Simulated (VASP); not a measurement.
Set up this calculation in VASP 6.6.1, as the native input.

```yaml
Task: single point
Functional: PBE
Potentials_or_basis: VASP PAW PBE potentials, release 64 (Rh_pv)
Cutoff: 520 eV
k_mesh: 20 × 20 × 20
Occupations: gaussian, width 0.15 eV
Spin: no spin polarisation
Dipole_correction: no
Further_INCAR_settings: ALGO = Fast; EDIFF = 1e-06; NBANDS = 14
```

The structure of Rh lies in POSCAR:

```
Rh
1.0
   -0.2872578633      1.8639205224      1.9150524221
    1.8639205224     -0.2872578633      1.9150524221
    1.5766626591      1.5766626591      0.0000000000
Rh
1
Direct
    0.0000000000      0.0000000000      0.0000000000
```

The input as run:

INCAR

```
SYSTEM = Rh
PREC     = Accurate       ! precision mode
ENCUT    = 520            ! plane-wave cutoff, eV
EDIFF    = 1E-6           ! SCF threshold, eV
ISMEAR   = 0              ! smearing method
SIGMA    = 0.15           ! smearing width, eV
LREAL    = .False.        ! projectors in reciprocal space
LASPH    = .True.         ! aspherical terms in the spheres
NELM     = 100            ! most SCF steps
ALGO     = Fast           ! electronic algorithm
ISIF     = 2              ! what is computed and relaxed
LWAVE    = .False.        ! write WAVECAR
LCHARG   = .True.         ! write CHGCAR
GGA      = PE             ! functional
LELF     = .True.         ! ELF
LVHAR    = .True.       
NBANDS   = 14             ! bands
```

KPOINTS

```
regular mesh
0
Gamma
  20 20 20
  0 0 0
```

Potentials or basis: VASP PAW PBE potentials, release 64 (Rh_pv).

The run is started by

```console
$ cat potpaw_PBE.64/Rh_pv/POTCAR > POTCAR
$ mpirun -np 1 vasp_std > vasp.out
```

Results of the run:

```yaml
Pressure: 59.0 GPa
```

It took 99 s on 1 thread of AMD EPYC 9R45 96-Core Processor (Zen 5), with other jobs on the host, peak memory 0.25 GiB.
